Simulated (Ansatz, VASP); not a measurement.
**Two plane-wave programs on Li3S2**

```
Li S
1.0
     4.31245    0.20989   -0.59400
    -1.96919    3.36862    0.34884
    -0.79896    0.08052    5.36291
Li S
3 2
Direct
  0.99980 0.99984 0.00013
  0.31426 0.74396 0.68701
  0.68584 0.25603 0.31309
  0.28507 0.55981 0.25090
  0.71503 0.44036 0.74887
```

Change from the starting cell: anti-A-type sesquioxide type (P-3m1, No. 164); cell x1, atoms moved at random (sigma 0.1 Å) and cell strained at random (1.5 %), then relaxed without symmetry.

Alike in both runs: functional PBE; k mesh 6 × 6 × 4; occupations gaussian, width 0.1 eV; no spin polarisation.

Ansatz relaxed the structure, and its values are those at the end. VASP's run is a single point on that final structure, the one shown.

|  | VASP | Ansatz |
| --- | --- | --- |
| version | VASP 6.6.1 | Ansatz 0.2.0 |
| potentials or method | VASP PAW PBE potentials, release 64 (Li_sv, S), cutoff 520 eV | scalar-relativistic, plane waves, PAW |
| valence electrons in the cell | 21 | 21 |

```tsv
	VASP	Ansatz	Ansatz less VASP
gap on the k mesh at the Fermi level (eV)	none	none	-
rms of the force components (eV/Å)	0.006	0.006	-0.0006
```

A gap of «none» marks a metal or a gap that the smearing closes. With one functional, cell and mesh, what is left measures potentials, basis and numerics.

Noted on VASP's run: the cutoff is short for stress, so the pressure is rough.
